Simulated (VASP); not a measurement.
Si4C5: single point with PBE

Si4C5, a slab with vacuum:

```
C Si
1.0
     3.09201    0.00000    0.00000
    -1.54601    2.67776    0.00000
     0.00000    0.00000   25.23371
C Si
5 4
Direct
  0.33333 0.66667 0.15852
  0.66667 0.33333 0.25905
  0.33333 0.66667 0.36079
  0.66667 0.33333 0.46236
  0.33333 0.66667 0.62867
  0.66667 0.33333 0.18348
  0.33333 0.66667 0.28401
  0.66667 0.33333 0.38429
  0.33333 0.66667 0.48482
```

```json
{
 "Program": "VASP 6.6.1",
 "Task": "single point",
 "Functional": "PBE",
 "Potentials or basis": "VASP PAW PBE potentials, release 64 (C, Si)",
 "Cutoff": "640 eV",
 "k mesh": "9 × 9 × 1",
 "Occupations": "gaussian, width 0.05 eV",
 "Spin": "collinear spin",
 "Starting moments": "[0.0, 0.0, 0.0, 0.0, 2.0, 0.0, 0.0, 0.0, 0.0] μB"
}
```

| Quantity | Value |
| --- | --- |
| Largest force | 2.868 eV/Å |
| Net moment | -0.57 μB per cell |
| Site moments | C +0.00, -0.00, -0.01, -0.18 (each value once); Si +0.00, -0.00, -0.07 (each value once) μB |
| Valence electrons inside the program's atomic spheres | C 2.39, 2.53, 2.51, 1.92 (each value once); Si 1.66, 1.65, 1.63 (each value once) |

Forces in eV/Å, atoms in the order of the input:
```
C    0.000  0.000  2.355
C    0.000  0.000  1.164
C    0.000  0.000 -0.009
C    0.000  0.000 -0.062
C    0.000  0.000 -0.796
Si   0.000  0.000 -2.868
Si   0.000  0.000 -0.636
Si   0.000  0.000  0.114
Si   0.000  0.000  0.740
```

Levels at points of the mesh, in eV from the Fermi level:
Spin up:
```csv
k point,band 15,band 16,band 17,band 18,band 19,band 20,band 21,band 22
"(0.00, 0.00, 0.00)",-0.74,-0.30,0.18,0.18,1.30,2.49,2.49,3.74
```
Spin down:
```
           k point  band 16  band 17  band 18  band 19  band 20  band 21
(0.00, 0.00, 0.00)    -0.44     0.18     0.18     0.87     2.21     2.21
```

It took 12 min on 4 MPI ranks on Intel(R) Xeon(R) Platinum 8375C CPU @ 2.90GHz (Ice Lake) (shared host), peak memory 0.67 GiB a rank.

Caveat: a moment this small can come from the mesh or the smearing.
